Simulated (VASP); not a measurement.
# Mn (Im-3m) in VASP: notebook

The runs below take Mn through single point, with RPBE.

Program: VASP 6.6.1. These are calculated values, not measurements. Logs are shortened: lines on timing, memory, paths and dates and some standing lists are left out, and cuts for length are marked.

## (1) The cell of the first run

Symmetry: Im-3m, No. 229, cubic system. Conventional cell: a = 3.028 Å, b = 3.028 Å, c = 3.028 Å, α = 90.00°, β = 90.00°, γ = 90.00°. Within 3.5 Å of Mn (site symmetry m-3m) lie 14 Mn at 2.62 to 3.03 Å.

This isn't the form of Mn at room conditions, which is a 58-atom cubic cell.

## (2) Single point, RPBE, collinear spin, antiferromagnetic start

Input file INCAR:

```
SYSTEM = Mn
ALGO = Normal
EDIFF = 1E-7
ENCUT = 520
GGA = RP
ISIF = 2
ISMEAR = -1
ISPIN = 2
LASPH = .True.
LCHARG = .True.
LELF = .True.
LMAXMIX = 4
LORBIT = 11
LREAL = .False.
LVHAR = .True.
LWAVE = .False.
MAGMOM = 3 -3
NBANDS = 24
NELM = 150
PREC = Accurate
SIGMA = 0.05
```

Input file KPOINTS:

```
k-points
0
Gamma
  11 11 11
  0 0 0
```

Input file POSCAR:

```
Mn
1.0
    3.0276958252      0.0000000000      0.0000000000
    0.0000000000      3.0276958252      0.0000000000
    0.0000000000      0.0000000000      3.0276958252
Mn
2
Direct
    0.0000000000      0.0000000000      0.0000000000
    0.5000000000      0.5000000000      0.5000000000
```

Potentials or basis: VASP PAW PBE potentials, release 64 (Mn_pv).

The run is started by

```
> cat potpaw_PBE.64/Mn_pv/POTCAR > POTCAR
> mpirun -np 1 vasp_std > vasp.out
```

OUTCAR:

```text
SYSTEM = Mn
   EDIFF = 1E-7
   ENCUT = 520
   GGA = RP
   ISIF = 2
   ISMEAR = -1
   ISPIN = 2
   LASPH = .True.
   LORBIT = 11
   LREAL = .False.
   NELM = 150
   PREC = Accurate

 ion  position               nearest neighbor table
   1  0.000  0.000  0.000-   2 2.62   2 2.62   2 2.62   2 2.62   2 2.62   2 2.62   2 2.62   2 2.62

   2  0.500  0.500  0.500-   1 2.62   1 2.62   1 2.62   1 2.62   1 2.62   1 2.62   1 2.62   1 2.62

  LATTYP: Found a simple cubic cell.
 ALAT       =     3.0276958252

  Lattice vectors:

 A1 = (   3.0276958252,   0.0000000000,   0.0000000000)
 A2 = (   0.0000000000,   3.0276958252,   0.0000000000)
 A3 = (   0.0000000000,   0.0000000000,   3.0276958252)

Analysis of symmetry for initial positions (statically):
=====================================================================
 Subroutine PRICEL returns following result:

  LATTYP: Found a body centered cubic cell.
 ALAT       =     3.0276958252

  Lattice vectors:

 A1 = (   1.5138479126,   1.5138479126,  -1.5138479126)
 A2 = (  -1.5138479126,   1.5138479126,   1.5138479126)
 A3 = (   1.5138479126,  -1.5138479126,   1.5138479126)

   2 primitive cells build up your supercell.

 Routine SETGRP: Setting up the symmetry group for a
 simple cubic supercell.

 Subroutine GETGRP returns: Found 48 space group operations
 (whereof 48 operations were pure point group operations)
 out of a pool of 48 trial point group operations.

The static configuration has the point symmetry O_h .

Analysis of symmetry for dynamics (positions and initial velocities):
=====================================================================
 Subroutine PRICEL returns following result:

  LATTYP: Found a body centered cubic cell.
 ALAT       =     3.0276958252

  Lattice vectors:

 A1 = (   1.5138479126,   1.5138479126,  -1.5138479126)
 A2 = (  -1.5138479126,   1.5138479126,   1.5138479126)
 A3 = (   1.5138479126,  -1.5138479126,   1.5138479126)

   2 primitive cells build up your supercell.

 Routine SETGRP: Setting up the symmetry group for a
 simple cubic supercell.

 Subroutine GETGRP returns: Found 48 space group operations
 (whereof 48 operations were pure point group operations)
 out of a pool of 48 trial point group operations.

The dynamic configuration has the point symmetry O_h .

Analysis of structural, dynamic, and magnetic symmetry:
=====================================================================
 Subroutine PRICEL returns following result:

  LATTYP: Found a body centered cubic cell.
 ALAT       =     3.0276958252

  Lattice vectors:

 A1 = (   1.5138479126,   1.5138479126,  -1.5138479126)
 A2 = (  -1.5138479126,   1.5138479126,   1.5138479126)
 A3 = (   1.5138479126,  -1.5138479126,   1.5138479126)

   2 primitive cells build up your supercell.

 Routine SETGRP: Setting up the symmetry group for a
 simple cubic supercell.

 Subroutine GETGRP returns: Found 48 space group operations
 (whereof 48 operations were pure point group operations)
 out of a pool of 48 trial point group operations.

The overall configuration has the point symmetry O_h .

 Subroutine INISYM returns: Found 48 space group operations
 (whereof 48 operations are pure point group operations),
 and found     2 'primitive' translations

----------------------------------------------------------------------------------------

                                     Primitive cell

  volume of cell :      13.8774

  direct lattice vectors                    reciprocal lattice vectors
     1.513847913  1.513847913 -1.513847913     0.330284169  0.330284169  0.000000000
    -1.513847913  1.513847913  1.513847913    -0.000000000  0.330284169  0.330284169
     1.513847913 -1.513847913  1.513847913     0.330284169  0.000000000  0.330284169

  length of vectors
     2.622061500  2.622061500  2.622061500     0.467092351  0.467092351  0.467092351

  position of ions in fractional coordinates (direct lattice)
     0.000000000  0.000000000  0.000000000

  ion indices of the primitive-cell ions
   primitive index   ion index
                 1           1

----------------------------------------------------------------------------------------

 KPOINTS: k-points

Automatic generation of k-mesh.
 Grid dimensions read from file:
 generate k-points for:   11   11   11

 Generating k-lattice:

  Cartesian coordinates                     Fractional coordinates (reciprocal lattice)
     0.030025834  0.000000000  0.000000000     0.090909091  0.000000000  0.000000000
     0.000000000  0.030025834  0.000000000     0.000000000  0.090909091  0.000000000
     0.000000000  0.000000000  0.030025834     0.000000000  0.000000000  0.090909091

  Length of vectors
     0.030025834  0.030025834  0.030025834

  Shift w.r.t. Gamma in fractional coordinates (k-lattice)
     0.000000000  0.000000000  0.000000000

 Subroutine IBZKPT returns following result:
 ===========================================

 Found     56 irreducible k-points:

 Following reciprocal coordinates:
            Coordinates               Weight
  0.000000  0.000000  0.000000      1.000000
  0.090909  0.000000  0.000000      6.000000
  0.181818  0.000000  0.000000      6.000000
  0.272727  0.000000  0.000000      6.000000
  0.363636  0.000000  0.000000      6.000000
  0.454545  0.000000  0.000000      6.000000
[... 16 lines left out ...]
  0.181818  0.090909  0.090909     24.000000
  0.272727  0.090909  0.090909     24.000000
 [... further k-points ...]
   k-points           NKPTS =     56   k-points in BZ     NKDIM =     56   number of bands    NBANDS=     24
   number of dos      NEDOS =    301   number of ions     NIONS =      2
   total plane-waves  NPLWV =  13824
   dimension x,y,z NGX =    24 NGY =   24 NGZ =   24
   dimension x,y,z NGXF=    48 NGYF=   48 NGZF=   48
   ions per type =               2
   NGX,Y,Z   is equivalent  to a cutoff of  13.18, 13.18, 13.18 a.u.
   NGXF,Y,Z  is equivalent  to a cutoff of  26.36, 26.36, 26.36 a.u.
 SYSTEM =  Mn
   PREC   = accura    normal or accurate (medium, high low for compatibility)
   ISTART =      0    job   : 0-new  1-cont  2-samecut
   ICHARG =      2    charge: 1-file 2-atom 10-const
   ISPIN  =      2    spin polarized calculation?
   LNONCOLLINEAR =      F non collinear calculations
   LSORBIT =      F    spin-orbit coupling
   LASPH  =      T    aspherical Exc in radial PAW
   ENCUT  =  520.0 eV  38.22 Ry    6.18 a.u.   5.63  5.63  5.63*2*pi/ulx,y,z
   NELM   =    150;   NELMIN=  2; NELMDL= -5     # of ELM steps
   EDIFF  = 0.1E-06   stopping-criterion for ELM
   LREAL  =      F    real-space projection
   EDIFFG = 0.1E-05   stopping-criterion for IOM
   NSW    =      0    number of steps for IOM
   IBRION =     -1    ionic relax: 0-MD 1-quasi-New 2-CG
   NFREE  =      0    steps in history (QN), initial steepest desc. (CG)
   ISIF   =      2    stress and relaxation
   ISYM   =      2    0-nonsym 1-usesym 2-fastsym
   POTIM  = 0.5000    time-step for ionic-motion
   TEBEG  =    0.0;   TEEND  =   0.0 temperature during run
   PSTRESS=    0.0 pullay stress
   NELECT =      26.0000    total number of electrons
   NUPDOWN=      -1.0000    fix difference up-down
   EMIN   =  10.00;   EMAX   =-10.00  energy-range for DOS
   EFERMI =   0.00;   METHOD = LEGACY
   ISMEAR =    -1;   SIGMA  =   0.05  broadening in eV -4-tet -1-fermi 0-gaus
   EFERMI_NEDOS =   21; number of points for ismear=-14 and -15
   IALGO  =     38    algorithm
   IMIX   =      4    mixing-type and parameters
     AMIX     =   0.40;   BMIX     =  1.00
     AMIX_MAG =   1.60;   BMIX_MAG =  1.00
  volume/ion in A,a.u.               =      13.88        93.65
  Fermi-wavevector in a.u.,A,eV,Ry     =   1.601845  3.027047 34.911271  2.565906
  Thomas-Fermi vector in A             =   2.698759
   LORBIT       =     11    0 simple, 1 ext, 2 COOP (PROOUT), +10 PAW based schemes
   GGA     = RP    functional components
   LHFCALC =     F    Hartree Fock is set to
   AEXX    =    0.0000 exact exchange contribution
   IVDW    =     0    specifies the selected vdW correction
   LEPSILON=     F    determine dielectric tensor
   LRPA    =     F    only Hartree local field effects (RPA)
 spin polarized calculation
  energy-cutoff  :      520.00
  volume of cell :       27.75
 maximum number of plane-waves:       759
 NGX is ok and might be reduce to    24
   NGX = 11   NGY = 11   NGZ = 11

 number of electron      26.0000045 magnetization      -0.0000000

 number of electron      26.0000045 magnetization       0.0000000

 Free energy of the ion-electron system (eV)
  ---------------------------------------------------
  ext. energy  EPLUGINS =         0.00000000
  ---------------------------------------------------
  free energy    TOTEN  =       -16.71175225 eV

  energy without entropy =      -16.68781315  energy(sigma->0) =      -16.69978270

 E-fermi :   8.3753     XC(G=0): -12.3178

 val. band max:        8.3429831138   @ k =   0.3636   0.0909   0.0000
 cond. band min:       8.3982987017   @ k =   0.3636   0.2727   0.2727
 fundamental gap:      0.0553155879
 Fermi energy:         8.3752591655

 spin component 1

 k-point     1 :       0.0000    0.0000    0.0000
  band No.  band energies     occupation
      1     -41.6140      1.00000
      2     -41.6140      1.00000
      3     -41.6140      1.00000
      4     -38.2354      1.00000
      5     -38.2354      1.00000
      6     -38.2354      1.00000
[... 16 lines left out ...]
     23      26.0453      0.00000
     24      29.1955      0.00000

 k-point     2 :       0.0909    0.0000    0.0000
  band No.  band energies     occupation
      1     -41.6175      1.00000
      2     -41.6134      1.00000
      3     -41.6134      1.00000
      4     -38.2402      1.00000
      5     -38.2354      1.00000
      6     -38.2354      1.00000
[... 16 lines left out ...]
     23      26.5673      0.00000
     24      28.4668      0.00000
[... 565 lines left out ...]
     23      26.1168      0.00000
     24      27.0772      0.00000

 k-point    24 :       0.2727    0.0909    0.0909
  band No.  band energies     occupation
      1     -41.6391      1.00000
      2     -41.6132      1.00000
      3     -41.6132      1.00000
      4     -38.2685      1.00000
      5     -38.2393      1.00000
      6     -38.2393      1.00000
[... 16 lines left out ...]
     23      25.0859      0.00000
     24      25.6828      0.00000

 [... further k-points ...]

 spin component 2

 k-point     1 :       0.0000    0.0000    0.0000
  band No.  band energies     occupation
      1     -41.6140      1.00000
      2     -41.6140      1.00000
      3     -41.6140      1.00000
      4     -38.2354      1.00000
      5     -38.2354      1.00000
      6     -38.2354      1.00000
[... 16 lines left out ...]
     23      26.0453      0.00000
     24      29.1955      0.00000

 k-point     2 :       0.0909    0.0000    0.0000
  band No.  band energies     occupation
      1     -41.6175      1.00000
      2     -41.6134      1.00000
      3     -41.6134      1.00000
      4     -38.2402      1.00000
      5     -38.2354      1.00000
      6     -38.2354      1.00000
[... 16 lines left out ...]
     23      26.5673      0.00000
     24      28.4668      0.00000
[... 565 lines left out ...]
     23      26.1168      0.00000
     24      27.0772      0.00000

 k-point    24 :       0.2727    0.0909    0.0909
  band No.  band energies     occupation
      1     -41.6391      1.00000
      2     -41.6132      1.00000
      3     -41.6132      1.00000
      4     -38.2685      1.00000
      5     -38.2393      1.00000
      6     -38.2393      1.00000
[... 16 lines left out ...]
     23      25.0859      0.00000
     24      25.6828      0.00000

 [... further k-points ...]

------------------------ aborting loop because EDIFF is reached ----------------------------------------

  FORCE on cell =-STRESS in cart. coord.  units (eV):
  Direction    XX          YY          ZZ          XY          YZ          ZX
  --------------------------------------------------------------------------------------
  -------------------------------------------------------------------------------------
  Total        0.0541656      0.0541656      0.0541656      0.0000000      0.0000000      0.0000000
  in kB        3.1267796      3.1267796      3.1267796      0.0000000      0.0000000      0.0000000
  external PRESSURE =       3.1267796 kB  Pullay stress =       0.0000000 kB

 VOLUME and BASIS-vectors are now :
 -----------------------------------------------------------------------------
  energy-cutoff  :      520.00
  volume of cell :       27.75
      direct lattice vectors                 reciprocal lattice vectors
     3.027695825  0.000000000  0.000000000     0.330284169  0.000000000  0.000000000
     0.000000000  3.027695825  0.000000000     0.000000000  0.330284169  0.000000000
     0.000000000  0.000000000  3.027695825     0.000000000  0.000000000  0.330284169

 POSITION                                       TOTAL-FORCE (eV/Angst)
 -----------------------------------------------------------------------------------
      0.00000      0.00000      0.00000        -0.000000     -0.000000     -0.000000
      1.51385      1.51385      1.51385         0.000000      0.000000      0.000000
 -----------------------------------------------------------------------------------
    total drift:                                0.000000      0.000000     -0.000000

  FREE ENERGIE OF THE ION-ELECTRON SYSTEM (eV)
  ---------------------------------------------------
  free  energy   TOTEN  =       -16.7117522535 eV

  energy  without entropy=      -16.6878131543  energy(sigma->0) =      -16.69978270

 total charge

# of ion       s       p       d       tot
------------------------------------------
    1        0.361   6.286   4.938  11.586
    2        0.361   6.286   4.938  11.586
--------------------------------------------------
tot          0.722  12.573   9.877  23.171

 magnetization (x)

# of ion       s       p       d       tot
------------------------------------------
    1        0.053   0.040   3.101   3.194
    2       -0.053  -0.040  -3.101  -3.194
--------------------------------------------------
tot          0.000   0.000   0.000   0.000
```

Wall time 34 s (1 thread of AMD EPYC 9R45 (Zen 5), shared host); peak memory 0.14 GiB.

Results:

```yaml
Free_energy: -16.7118 eV
Pressure: 0.3 GPa
Band_gap_on_the_k_mesh: zero (filled and empty bands overlap)
Net_moment: 0.00 μB per cell
Site_moments: Mn +3.19, -3.19 μB
Valence_electrons_inside_the_program's_atomic_spheres: Mn 11.59
```

Levels at points of the mesh, in eV from the Fermi level:
Spin up:
```
           k point  band 11  band 12  band 13  band 14  band 15  band 16
(0.00, 0.00, 0.00)    -2.12    -2.12     0.58     0.58     1.63     1.63
```
Spin down:
```
           k point  band 11  band 12  band 13  band 14  band 15  band 16
(0.00, 0.00, 0.00)    -2.12    -2.12     0.58     0.58     1.63     1.63
```

Caveat: the PAW data sets were made with another functional, which shifts forces and pressure a little.

## (3) Single point, RPBE, collinear spin, antiferromagnetic start (12.21 Å³/atom)

This run uses another cell than the first one, of 12.21 Å³/atom.

Input file INCAR:

```
PREC = Accurate
ENCUT = 520
EDIFF = 1E-6
ISMEAR = -1
SIGMA = 0.05
LREAL = F
LASPH = T
NELM = 150
ALGO = Normal
ISIF = 2
LWAVE = F
LCHARG = T
ISPIN = 2
MAGMOM = 3.14 -3.14
LORBIT = 11
LMAXMIX = 4
GGA = RP
LELF = T
LVHAR = T
NBANDS = 24
```

Input file KPOINTS:

```
Automatic mesh
0
Gamma
  12 12 12
```

Input file POSCAR:

```
Mn
1.0
    2.9013923796      0.0000000000      0.0000000000
    0.0000000000      2.9013923796      0.0000000000
    0.0000000000      0.0000000000      2.9013923796
Mn
2
Direct
    0.0000000000      0.0000000000      0.0000000000
    0.5000000000      0.5000000000      0.5000000000
```

Potentials or basis: VASP PAW PBE potentials, release 64 (Mn_pv).

The run is started by

```
> cat potpaw_PBE.64/Mn_pv/POTCAR > POTCAR
> mpirun -np 1 vasp_std > vasp.out
```

Run time: 40 s. Hardware: 1 thread of AMD EPYC 9R45 (Zen 5), shared host; peak memory 0.16 GiB.

The run converged. Its results:

| Item | Value |
| --- | --- |
| Free energy | -16.6316 eV |
| Pressure | 7.7 GPa |
| Band gap on the k mesh | zero (filled and empty bands overlap) |
| Net moment | 0.00 μB per cell |
| Site moments | Mn +2.54, -2.54 μB |
| Valence electrons inside the program's atomic spheres | Mn 11.76 |

Levels at points of the mesh, in eV from the Fermi level:
Spin up:
```tsv
k point	band 9	band 10	band 11	band 12	band 13	band 14	band 15	band 16	band 17	band 18
(0.00, 0.00, 0.00)	-4.51	-1.93	-1.93	-1.93	0.50	0.50	1.67	1.67	1.67	9.15
(0.50, 0.00, 0.00)	-3.28	-2.15	-2.15	-1.37	-0.93	-0.01	-0.01	0.13	1.02	2.51
(0.50, 0.50, 0.00)	-3.01	-3.01	-0.93	-0.31	0.05	0.05	0.87	1.81	1.81	1.89
(0.50, 0.50, 0.50)	-3.54	-2.05	-2.05	-2.05	-0.89	-0.89	1.95	1.95	8.39	8.39
```
Spin down:
```
           k point  band 9  band 10  band 11  band 12  band 13  band 14  band 15  band 16  band 17  band 18
(0.00, 0.00, 0.00)   -4.51    -1.93    -1.93    -1.93     0.50     0.50     1.67     1.67     1.67     9.15
(0.50, 0.00, 0.00)   -3.28    -2.15    -2.15    -1.37    -0.93    -0.01    -0.01     0.13     1.02     2.51
(0.50, 0.50, 0.00)   -3.01    -3.01    -0.93    -0.31     0.05     0.05     0.87     1.81     1.81     1.89
(0.50, 0.50, 0.50)   -3.54    -2.05    -2.05    -2.05    -0.89    -0.89     1.95     1.95     8.39     8.39
```

Caveat: the cell stands under pressure; the PAW data sets were made with another functional, which shifts forces and pressure a little.

(Part 1 of 2 ends here.)
